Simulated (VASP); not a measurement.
# HfC (Fm-3m) in VASP: notebook

HfC is run at these levels: PBE; tasks: single point.

Program: VASP 6.6.1. These are calculated values, not measurements. Logs are shortened: lines on timing, memory, paths and dates and some standing lists are left out, and cuts for length are marked.

## Step 1: The cell of the first run

It takes space group Fm-3m (No. 225, cubic). The conventional cell has a = 4.650 Å, b = 4.650 Å, c = 4.650 Å, α = 90.00°, β = 90.00°, γ = 90.00°. Within 3.1 Å of Hf (site symmetry m-3m) lie 6 C at 2.33 Å. Within 3.1 Å of C (site symmetry m-3m) lie 6 Hf at 2.33 Å.

## Step 2: Single point, PBE

INCAR reads:

```
SYSTEM = HfC
  PREC = Accurate
  ENCUT = 520
  EDIFF = 1E-6
  ISMEAR = 0
  SIGMA = 0.15
  LREAL = .False.
  LASPH = .True.
  NELM = 60
  ALGO = Normal
  ISIF = 2
  LWAVE = .False.
  LCHARG = .True.
  GGA = PE
  LELF = .True.
  LVHAR = .True.
  NBANDS = 14
```

KPOINTS reads:

```
Automatic mesh
0
Gamma
  18 18 18
  0 0 0
```

POSCAR reads:

```
HfC
1.0
    0.0000000000      2.3250000000      2.3250000000
    2.3250000000      0.0000000000      2.3250000000
    2.3250000000      2.3250000000      0.0000000000
Hf C
1 1
Direct
    0.5000000000      0.5000000000      0.5000000000
    0.0000000000      0.0000000000      0.0000000000
```

Potentials or basis: VASP PAW PBE potentials, release 64 (Hf_pv, C).

Started as:

```
$ cat potpaw_PBE.64/Hf_pv/POTCAR potpaw_PBE.64/C/POTCAR > POTCAR
$ mpirun -np 1 vasp_std > vasp.out
```

OUTCAR:

```text
SYSTEM = HfC
   PREC = Accurate
   ENCUT = 520
   EDIFF = 1E-6
   ISMEAR = 0
   LREAL = .False.
   LASPH = .True.
   NELM = 60
   ISIF = 2
   GGA = PE

 ion  position               nearest neighbor table
   1  0.500  0.500  0.500-   2 2.33   2 2.33   2 2.33   2 2.33   2 2.33   2 2.33
   2  0.000  0.000  0.000-   1 2.33   1 2.33   1 2.33   1 2.33   1 2.33   1 2.33

  LATTYP: Found a face centered cubic cell.
 ALAT       =     4.6500000000

  Lattice vectors:

 A1 = (   0.0000000000,   2.3250000000,   2.3250000000)
 A2 = (   2.3250000000,   0.0000000000,   2.3250000000)
 A3 = (   2.3250000000,   2.3250000000,   0.0000000000)

Analysis of symmetry for initial positions (statically):
=====================================================================
 Subroutine PRICEL returns:
 Original cell was already a primitive cell.

 Routine SETGRP: Setting up the symmetry group for a
 face centered cubic supercell.

 Subroutine GETGRP returns: Found 48 space group operations
 (whereof 48 operations were pure point group operations)
 out of a pool of 48 trial point group operations.

The static configuration has the point symmetry O_h .

Analysis of symmetry for dynamics (positions and initial velocities):
=====================================================================
 Subroutine PRICEL returns:
 Original cell was already a primitive cell.

 Routine SETGRP: Setting up the symmetry group for a
 face centered cubic supercell.

 Subroutine GETGRP returns: Found 48 space group operations
 (whereof 48 operations were pure point group operations)
 out of a pool of 48 trial point group operations.

The dynamic configuration has the point symmetry O_h .

 Subroutine INISYM returns: Found 48 space group operations
 (whereof 48 operations are pure point group operations),
 and found     1 'primitive' translations

----------------------------------------------------------------------------------------

                                     Primitive cell

  volume of cell :      25.1362

  direct lattice vectors                    reciprocal lattice vectors
     0.000000000  2.325000000  2.325000000    -0.215053763  0.215053763  0.215053763
     2.325000000  0.000000000  2.325000000     0.215053763 -0.215053763  0.215053763
     2.325000000  2.325000000  0.000000000     0.215053763  0.215053763 -0.215053763

  length of vectors
     3.288046533  3.288046533  3.288046533     0.372484045  0.372484045  0.372484045

  position of ions in fractional coordinates (direct lattice)
[... 83 lines left out ...]
   IBRION =     -1    ionic relax: 0-MD 1-quasi-New 2-CG
   NFREE  =      0    steps in history (QN), initial steepest desc. (CG)
   ISIF   =      2    stress and relaxation
   ISYM   =      2    0-nonsym 1-usesym 2-fastsym
   POTIM  = 0.5000    time-step for ionic-motion
   TEBEG  =    0.0;   TEEND  =   0.0 temperature during run
   PSTRESS=    0.0 pullay stress
   NELECT =      14.0000    total number of electrons
   NUPDOWN=      -1.0000    fix difference up-down
   EMIN   =  10.00;   EMAX   =-10.00  energy-range for DOS
   EFERMI =   0.00;   METHOD = LEGACY
   ISMEAR =     0;   SIGMA  =   0.15  broadening in eV -4-tet -1-fermi 0-gaus
   EFERMI_NEDOS =   21; number of points for ismear=-14 and -15
   IALGO  =     38    algorithm
   IMIX   =      4    mixing-type and parameters
     AMIX     =   0.40;   BMIX     =  1.00
     AMIX_MAG =   1.60;   BMIX_MAG =  1.00
  volume/ion in A,a.u.               =      12.57        84.81
  Fermi-wavevector in a.u.,A,eV,Ry     =   1.346949  2.545365 24.684672  1.814272
  Thomas-Fermi vector in A             =   2.474740
   LORBIT       =      0    0 simple, 1 ext, 2 COOP (PROOUT), +10 PAW based schemes
   GGA     = PE    functional components
   LHFCALC =     F    Hartree Fock is set to
   AEXX    =    0.0000 exact exchange contribution
   IVDW    =     0    specifies the selected vdW correction
   LEPSILON=     F    determine dielectric tensor
   LRPA    =     F    only Hartree local field effects (RPA)
 non-spin polarized calculation
 Gauss-broadening in eV      SIGMA  =   0.15
  energy-cutoff  :      520.00
  volume of cell :       25.14
 maximum number of plane-waves:       700
   NGX = 13   NGY = 13   NGZ = 13

 number of electron      14.0000000 magnetization

 Free energy of the ion-electron system (eV)
  ---------------------------------------------------
  ext. energy  EPLUGINS =         0.00000000
  ---------------------------------------------------
  free energy    TOTEN  =       -21.04752364 eV

  energy without entropy =      -21.04459899  energy(sigma->0) =      -21.04606131

 E-fermi :   5.9491     XC(G=0): -12.2854

 val. band max:        5.9274906609   @ k =   0.5000   0.4444   0.0000
 cond. band min:       5.9531545717   @ k =   0.1111   0.0556   0.0000
 fundamental gap:      0.0256639108
 Fermi energy:         5.9490511796

 k-point     1 :       0.0000    0.0000    0.0000
  band No.  band energies     occupation
      1     -23.6185      2.00000
      2     -23.6185      2.00000
      3     -23.6185      2.00000
      4      -6.3564      2.00000
      5       6.9524      0.00000
      6       6.9524      0.00000
      7       6.9524      0.00000
      8       7.3449      0.00000
      9       7.3449      0.00000
     10       7.3449      0.00000
     11       9.3441      0.00000
     12       9.3441      0.00000
     13      12.7810      0.00000
     14      16.9542      0.00000
[... 377 lines left out ...]
      1     -23.9495      2.00000
      2     -23.6747      2.00000
      3     -23.6424      2.00000
      4      -4.9774      2.00000
      5       3.0000      2.00000
      6       4.1340      2.00000
      7       4.4129      2.00000
      8       8.6001      0.00000
      9       8.8033      0.00000
     10       9.5533      0.00000
     11      12.5389      0.00000
     12      13.9545      0.00000
     13      15.0597      0.00000
     14      19.7040      0.00000

 [... further k-points ...]
[... 5 lines left out ...]
  --------------------------------------------------------------------------------------
  -------------------------------------------------------------------------------------
  Total       -0.0710313     -0.0710313     -0.0710313      0.0000000      0.0000000     -0.0000000
  in kB       -4.5275322     -4.5275322     -4.5275322      0.0000000      0.0000000     -0.0000000
  external PRESSURE =      -4.5275322 kB  Pullay stress =       0.0000000 kB

 VOLUME and BASIS-vectors are now :
 -----------------------------------------------------------------------------
  energy-cutoff  :      520.00
  volume of cell :       25.14
      direct lattice vectors                 reciprocal lattice vectors
     0.000000000  2.325000000  2.325000000    -0.215053763  0.215053763  0.215053763
     2.325000000  0.000000000  2.325000000     0.215053763 -0.215053763  0.215053763
     2.325000000  2.325000000  0.000000000     0.215053763  0.215053763 -0.215053763

 POSITION                                       TOTAL-FORCE (eV/Angst)
 -----------------------------------------------------------------------------------
      2.32500      2.32500      2.32500        -0.000000     -0.000000     -0.000000
      0.00000      0.00000      0.00000         0.000000      0.000000      0.000000
 -----------------------------------------------------------------------------------
    total drift:                                0.000000     -0.000000      0.000000

  FREE ENERGIE OF THE ION-ELECTRON SYSTEM (eV)
  ---------------------------------------------------
  free  energy   TOTEN  =       -21.0475236367 eV

  energy  without entropy=      -21.0445989895  energy(sigma->0) =      -21.04606131
```

OSZICAR:

```text
N       E                     dE             d eps       ncg     rms          rms(c)
DAV:   1     0.239846414715E+02    0.23985E+02   -0.77200E+03  5460   0.982E+02
DAV:   2    -0.226768855916E+02   -0.46662E+02   -0.43781E+02  6982   0.203E+02
DAV:   3    -0.242197566015E+02   -0.15429E+01   -0.15368E+01  6600   0.268E+01
DAV:   4    -0.242266117467E+02   -0.68551E-02   -0.68548E-02  6396   0.220E+00
DAV:   5    -0.242266535317E+02   -0.41785E-04   -0.41785E-04  6602   0.156E-01    0.569E+01
DAV:   6    -0.211168559928E+02    0.31098E+01   -0.12003E+01  5952   0.182E+01    0.409E+01
DAV:   7    -0.210630168336E+02    0.53839E-01   -0.55011E-01  6828   0.520E+00    0.249E+01
DAV:   8    -0.210543748441E+02    0.86420E-02   -0.73561E-02  6444   0.217E+00    0.643E+00
DAV:   9    -0.210477793983E+02    0.65954E-02   -0.23076E-02  6300   0.897E-01    0.210E+00
DAV:  10    -0.210475282081E+02    0.25119E-03   -0.13325E-03  6786   0.272E-01    0.619E-02
DAV:  11    -0.210475240013E+02    0.42067E-05   -0.75612E-05  6444   0.707E-02    0.214E-02
DAV:  12    -0.210475236367E+02    0.36459E-06   -0.24668E-06  6896   0.140E-02
   1 F= -.21047524E+02 E0= -.21046061E+02  d E =-.292465E-02
```

stdout:

```text
POSCAR found type information on POSCAR HfC
 POSCAR found :  2 types and       2 ions
 scaLAPACK will be used
 LDA part: xc-table for (Slater+PW92), standard interpolation
 POSCAR, INCAR and KPOINTS ok, starting setup
 FFT: planning ... GRIDC
 FFT: planning ... GRID_SOFT
 FFT: planning ... GRID
 WAVECAR not read
 entering main loop
```

Run time: 15 s. Hardware: 1 thread of Intel Xeon 6975P-C (Granite Rapids), shared host; peak memory 0.19 GiB.

What came out:

| Item | Value |
| --- | --- |
| Free energy | -21.0475 eV |
| Pressure | -0.5 GPa |
| Band gap on the k mesh | zero (band 7 reaches 6.95 eV, above the bottom of band 8 at 5.53 eV) |

Caveat: spin-orbit coupling is left out, which moves the levels of the heavy elements.

## Step 3: Single point, PBE

INCAR reads:

```
SYSTEM = HfC
ALGO = Normal ; EDIFF = 1E-6
ENCUT = 520 ; GGA = PE
ISIF = 2 ; ISMEAR = 0
LASPH = .TRUE. ; LCHARG = .FALSE.
LREAL = .FALSE. ; LWAVE = .FALSE.
NBANDS = 14 ; NELM = 60
PREC = Accurate ; SIGMA = 0.15
```

KPOINTS reads:

```
k-points
0
G
  20 20 20
  0 0 0
```

POSCAR is that of step 2.

Potentials or basis: VASP PAW PBE potentials, release 64 (Hf_pv, C).

Started as:

```
$ cat potpaw_PBE.64/Hf_pv/POTCAR potpaw_PBE.64/C/POTCAR > POTCAR
$ mpirun -np 1 vasp_std > vasp.out
```

It took 19 s on 1 thread of Intel Xeon 6975P-C (Granite Rapids), shared host; peak memory 0.21 GiB.

Results (log left out):

* Free energy: -21.0476 eV
* Pressure: -0.5 GPa
* Band gap on the k mesh: zero (band 7 reaches 6.95 eV, above the bottom of band 8 at 5.53 eV)

Levels at points of the mesh, in eV from the Fermi level:
```csv
k point,band 3,band 4,band 5,band 6,band 7,band 8,band 9,band 10,band 11,band 12
"(0.00, 0.00, 0.00)",-29.56,-12.30,1.01,1.01,1.01,1.40,1.40,1.40,3.40,3.40
"(0.50, 0.00, 0.00)",-29.63,-8.56,-6.13,-2.97,-2.97,5.32,5.32,5.79,6.56,11.40
"(0.50, 0.50, 0.00)",-29.80,-10.40,-2.58,-1.76,-0.09,-0.09,5.32,6.74,6.74,8.44
```

Caveat: spin-orbit coupling is left out, which moves the levels of the heavy elements.
